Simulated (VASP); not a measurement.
# ZnS: single point with PBE

Crystal: ZnS.

```
Zn S
1.0
     3.72934    0.00000    0.00000
    -1.86467    3.22970    0.00000
     0.00000    0.00000    6.32110
Zn S
2 2
Direct
  0.33333 0.66667 0.00348
  0.66667 0.33333 0.50348
  0.33333 0.66667 0.37152
  0.66667 0.33333 0.87152
```

This cell differs from its parent crystal: epitaxial xy strain -2.0%.

```json
{
 "Program": "VASP 6.6.1",
 "Task": "single point",
 "Functional": "PBE",
 "Potentials or basis": "VASP PAW PBE potentials, release 64 (Zn, S)",
 "Cutoff": "520 eV",
 "k mesh": "12 × 12 × 4",
 "Occupations": "fermi-dirac, width 0.02 eV",
 "Spin": "no spin polarisation"
}
```

- Pressure: 4.7 GPa
- Largest force: 0.011 eV/Å
- Band gap on the k mesh: 2.22 eV

Forces in eV/Å, atoms in the order of the input:
```
Zn   0.000  0.000  0.011
Zn   0.000  0.000  0.011
S    0.000  0.000 -0.011
S    0.000  0.000 -0.011
```

Stress tensor (GPa, compression positive):
```
5.79 0.00 0.00
0.00 5.79 0.00
0.00 0.00 2.57
```

Levels at points of the mesh, in eV from the valence-band top:
```csv
k point,band 14,band 15,band 16,band 17,band 18,band 19,band 20,band 21,band 22,band 23
"(0.00, 0.00, 0.00)",-0.88,-0.88,-0.27,0.00,0.00,2.22,3.41,6.21,6.40,6.40
"(0.50, 0.00, 0.00)",-4.32,-3.51,-2.29,-1.91,-0.94,3.75,4.20,4.88,6.81,7.17
"(0.00, 0.00, 0.50)",-3.16,-0.46,-0.46,-0.46,-0.46,3.76,3.76,6.68,6.68,6.86
"(0.50, 0.00, 0.50)",-5.06,-1.91,-1.91,-1.67,-1.67,3.40,3.40,5.15,5.15,8.73
```

It took 2.7 min on 1 thread of AMD EPYC 7R13, on a shared host, peak memory 0.21 GiB.

Caveat: the cell differs from its parent crystal (epitaxial xy strain -2.0%); the cell stands under pressure. A k mesh can miss the band edges.
